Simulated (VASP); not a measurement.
# MnS (Fm-3m) in VASP: notebook, part 2 of 2

VASP 6.6.1. Earlier steps stand in the parts before.

## 3. Single point, r2SCAN, collinear spin, ferromagnetic start

This run uses another cell than the first one, of 17.90 Å³/atom, 1.007 times its volume.

Contents of POSCAR:

```
MnS
1.0
    0.0000000000      2.6160475820      2.6160475820
    2.6160475820      0.0000000000      2.6160475820
    2.6160475820      2.6160475820      0.0000000000
Mn S
1 1
Direct
    0.0000000000      0.0000000000      0.0000000000
    0.5000000000      0.5000000000      0.5000000000
```

Contents of INCAR.step1:

```
ALGO = Normal
EDIFF = 1E-4
ENCUT = 520
GGA = PE
ISMEAR = 0
ISPIN = 2
LASPH = True
LCHARG = False
LMAXMIX = 4
LREAL = False
LWAVE = True
MAGMOM = 4.85 0
NBANDS = 20
NELM = 150
PREC = Accurate
SIGMA = 0.05
```

Contents of INCAR.step2:

```
ALGO = Normal
EDIFF = 1E-7
ENCUT = 520
ISIF = 2
ISMEAR = 0
ISPIN = 2
ISTART = 1
LASPH = True
LCHARG = True
LELF = True
LMAXMIX = 4
LMIXTAU = True
LORBIT = 11
LREAL = False
LVHAR = True
LWAVE = False
MAGMOM = 4.85 0
METAGGA = R2SCAN
NBANDS = 20
NELM = 150
PREC = Accurate
SIGMA = 0.05
```

Contents of KPOINTS:

```
k-points
0
Gamma
  12 12 12
```

Potentials or basis: VASP PAW PBE potentials, release 64 (Mn_pv, S).

Launch:

```
cat potpaw_PBE.64/Mn_pv/POTCAR potpaw_PBE.64/S/POTCAR > POTCAR
cp INCAR.step1 INCAR
mpirun -np 1 vasp_std > vasp.out
cp INCAR.step2 INCAR
mpirun -np 1 vasp_std > vasp.out
```

OUTCAR:

```text
EDIFF = 1E-7
   ENCUT = 520
   ISIF = 2
   ISMEAR = 0
   ISPIN = 2
   ISTART = 1
   LASPH = True
   LORBIT = 11
   LREAL = False
   METAGGA = R2SCAN
   NELM = 150
   PREC = Accurate

 ion  position               nearest neighbor table
   1  0.000  0.000  0.000-   2 2.62   2 2.62   2 2.62   2 2.62   2 2.62   2 2.62
   2  0.500  0.500  0.500-   1 2.62   1 2.62   1 2.62   1 2.62   1 2.62   1 2.62

  LATTYP: Found a face centered cubic cell.
 ALAT       =     5.2320951640

  Lattice vectors:

 A1 = (   0.0000000000,   2.6160475820,   2.6160475820)
 A2 = (   2.6160475820,   0.0000000000,   2.6160475820)
 A3 = (   2.6160475820,   2.6160475820,   0.0000000000)

Analysis of symmetry for initial positions (statically):
=====================================================================
 Subroutine PRICEL returns:
 Original cell was already a primitive cell.

 Routine SETGRP: Setting up the symmetry group for a
 face centered cubic supercell.

 Subroutine GETGRP returns: Found 48 space group operations
 (whereof 48 operations were pure point group operations)
 out of a pool of 48 trial point group operations.

The static configuration has the point symmetry O_h .

Analysis of symmetry for dynamics (positions and initial velocities):
=====================================================================
 Subroutine PRICEL returns:
 Original cell was already a primitive cell.

 Routine SETGRP: Setting up the symmetry group for a
 face centered cubic supercell.

 Subroutine GETGRP returns: Found 48 space group operations
 (whereof 48 operations were pure point group operations)
 out of a pool of 48 trial point group operations.

The dynamic configuration has the point symmetry O_h .

Analysis of structural, dynamic, and magnetic symmetry:
=====================================================================
 Subroutine PRICEL returns:
 Original cell was already a primitive cell.

 Routine SETGRP: Setting up the symmetry group for a
 face centered cubic supercell.

 Subroutine GETGRP returns: Found 48 space group operations
 (whereof 48 operations were pure point group operations)
 out of a pool of 48 trial point group operations.

The overall configuration has the point symmetry O_h .

 Subroutine INISYM returns: Found 48 space group operations
 (whereof 48 operations are pure point group operations),
 and found     1 'primitive' translations

----------------------------------------------------------------------------------------

                                     Primitive cell

  volume of cell :      35.8069

  direct lattice vectors                    reciprocal lattice vectors
     0.000000000  2.616047582  2.616047582    -0.191128022  0.191128022  0.191128022
     2.616047582  0.000000000  2.616047582     0.191128022 -0.191128022  0.191128022
     2.616047582  2.616047582  0.000000000     0.191128022  0.191128022 -0.191128022

  length of vectors
     3.699649970  3.699649970  3.699649970     0.331043445  0.331043445  0.331043445

  position of ions in fractional coordinates (direct lattice)
     0.000000000  0.000000000  0.000000000
     0.500000000  0.500000000  0.500000000

  ion indices of the primitive-cell ions
[... 66 lines left out ...]
   PREC   = accura    normal or accurate (medium, high low for compatibility)
   ISTART =      1    job   : 0-new  1-cont  2-samecut
   ICHARG =      0    charge: 1-file 2-atom 10-const
   ISPIN  =      2    spin polarized calculation?
   LNONCOLLINEAR =      F non collinear calculations
   LSORBIT =      F    spin-orbit coupling
   LASPH  =      T    aspherical Exc in radial PAW
   ENCUT  =  520.0 eV  38.22 Ry    6.18 a.u.   6.88  6.88  6.88*2*pi/ulx,y,z
   NELM   =    150;   NELMIN=  2; NELMDL=  0     # of ELM steps
   EDIFF  = 0.1E-06   stopping-criterion for ELM
   LREAL  =      F    real-space projection
   EDIFFG = 0.1E-05   stopping-criterion for IOM
   NSW    =      0    number of steps for IOM
   IBRION =     -1    ionic relax: 0-MD 1-quasi-New 2-CG
   NFREE  =      0    steps in history (QN), initial steepest desc. (CG)
   ISIF   =      2    stress and relaxation
   ISYM   =      2    0-nonsym 1-usesym 2-fastsym
   POTIM  = 0.5000    time-step for ionic-motion
   TEBEG  =    0.0;   TEEND  =   0.0 temperature during run
   PSTRESS=    0.0 pullay stress
   NELECT =      19.0000    total number of electrons
   NUPDOWN=      -1.0000    fix difference up-down
   EMIN   =  10.00;   EMAX   =-10.00  energy-range for DOS
   EFERMI =   0.00;   METHOD = LEGACY
   ISMEAR =     0;   SIGMA  =   0.05  broadening in eV -4-tet -1-fermi 0-gaus
   EFERMI_NEDOS =   21; number of points for ismear=-14 and -15
   IALGO  =     38    algorithm
   IMIX   =      4    mixing-type and parameters
     AMIX     =   0.40;   BMIX     =  1.00
     AMIX_MAG =   1.60;   BMIX_MAG =  1.00
  volume/ion in A,a.u.               =      17.90       120.82
  Fermi-wavevector in a.u.,A,eV,Ry     =   1.325370  2.504586 23.900062  1.756605
  Thomas-Fermi vector in A             =   2.454836
   LORBIT       =     11    0 simple, 1 ext, 2 COOP (PROOUT), +10 PAW based schemes
   METAGGA = R2SCAN    functional components
   LHFCALC =     F    Hartree Fock is set to
   AEXX    =    0.0000 exact exchange contribution
   IVDW    =     0    specifies the selected vdW correction
   LEPSILON=     F    determine dielectric tensor
   LRPA    =     F    only Hartree local field effects (RPA)
 spin polarized calculation
 Gauss-broadening in eV      SIGMA  =   0.05
  energy-cutoff  :      520.00
  volume of cell :       35.81
 maximum number of plane-waves:       982
   NGX = 13   NGY = 13   NGZ = 13

 number of electron      18.9999987 magnetization       4.9923796

 Free energy of the ion-electron system (eV)
  ---------------------------------------------------
  ext. energy  EPLUGINS =         0.00000000
  ---------------------------------------------------
  free energy    TOTEN  =       -24.87550336 eV

  energy without entropy =      -24.87529602  energy(sigma->0) =      -24.87539969

 E-fermi :   6.4751     XC(G=0): -11.1436

 val. band max:        6.4660362109   @ k =   0.4167   0.4167   0.0000
 cond. band min:       6.4773792233   @ k =   0.5000   0.0000   0.0000
 fundamental gap:      0.0113430124
 Fermi energy:         6.4751434728

 spin component 1

 k-point     1 :       0.0000    0.0000    0.0000
  band No.  band energies     occupation
      1     -46.7857      1.00000
      2     -46.7857      1.00000
      3     -46.7856      1.00000
      4      -8.6552      1.00000
      5       2.4434      1.00000
      6       2.4434      1.00000
[... 541 lines left out ...]
     19      20.7978      0.00000
     20      22.3900      0.00000

 [... further k-points ...]

 spin component 2

 k-point     1 :       0.0000    0.0000    0.0000
  band No.  band energies     occupation
      1     -40.5132      1.00000
      2     -40.5132      1.00000
      3     -40.5131      1.00000
      4      -8.3002      1.00000
      5       4.7972      1.00000
      6       4.7972      1.00000
[... 541 lines left out ...]
     19      22.1998      0.00000
     20      23.2533      0.00000

 [... further k-points ...]

------------------------ aborting loop because EDIFF is reached ----------------------------------------

  FORCE on cell =-STRESS in cart. coord.  units (eV):
  Direction    XX          YY          ZZ          XY          YZ          ZX
  --------------------------------------------------------------------------------------
  -------------------------------------------------------------------------------------
  Total       -0.1090900     -0.1090900     -0.1090900      0.0000000      0.0000000      0.0000000
  in kB       -4.8812242     -4.8812242     -4.8812242      0.0000000      0.0000000      0.0000000
  external PRESSURE =      -4.8812242 kB  Pullay stress =       0.0000000 kB

 VOLUME and BASIS-vectors are now :
 -----------------------------------------------------------------------------
  energy-cutoff  :      520.00
  volume of cell :       35.81
      direct lattice vectors                 reciprocal lattice vectors
     0.000000000  2.616047582  2.616047582    -0.191128022  0.191128022  0.191128022
     2.616047582  0.000000000  2.616047582     0.191128022 -0.191128022  0.191128022
     2.616047582  2.616047582  0.000000000     0.191128022  0.191128022 -0.191128022

 POSITION                                       TOTAL-FORCE (eV/Angst)
 -----------------------------------------------------------------------------------
      0.00000      0.00000      0.00000        -0.000000     -0.000000     -0.000000
      2.61605      2.61605      2.61605         0.000000      0.000000      0.000000
 -----------------------------------------------------------------------------------
    total drift:                               -0.000000      0.000000      0.000000

  FREE ENERGIE OF THE ION-ELECTRON SYSTEM (eV)
  ---------------------------------------------------
  free  energy   TOTEN  =       -24.8755033556 eV

  energy  without entropy=      -24.8752960154  energy(sigma->0) =      -24.87539969

 total charge

# of ion       s       p       d       tot
------------------------------------------
    1        0.217   6.157   4.893  11.266
    2        1.310   2.475   0.000   3.785
--------------------------------------------------
tot          1.527   8.632   4.893  15.051

 magnetization (x)

# of ion       s       p       d       tot
------------------------------------------
    1        0.051   0.037   4.420   4.507
    2        0.029   0.108   0.000   0.137
--------------------------------------------------
tot          0.080   0.144   4.420   4.644
```

Run time: 3.4 min. Hardware: 1 thread of AMD EPYC 9R45 (Zen 5), shared host; peak memory 0.2 GiB.

What came out:

| Property | Result |
| --- | --- |
| Free energy | -24.8755 eV |
| Pressure | -0.5 GPa |
| Band gap on the k mesh | zero (filled and empty bands overlap) |
| Net moment | 4.99 μB per cell |
| Site moments | Mn +4.51; S +0.14 μB |
| Valence electrons inside the program's atomic spheres | Mn 11.27; S 3.79 |

Caveat: the PAW data sets were made with another functional, which shifts forces and pressure a little; a cell with one magnetic atom can't hold antiferromagnetic order, which such compounds often take; semilocal functionals often make such compounds metallic where correlation or magnetic order opens a gap, which also shifts bond lengths. With open d or f shells a metallic result of r2SCAN can be an artefact of self-interaction; +U or a hybrid may open a gap.
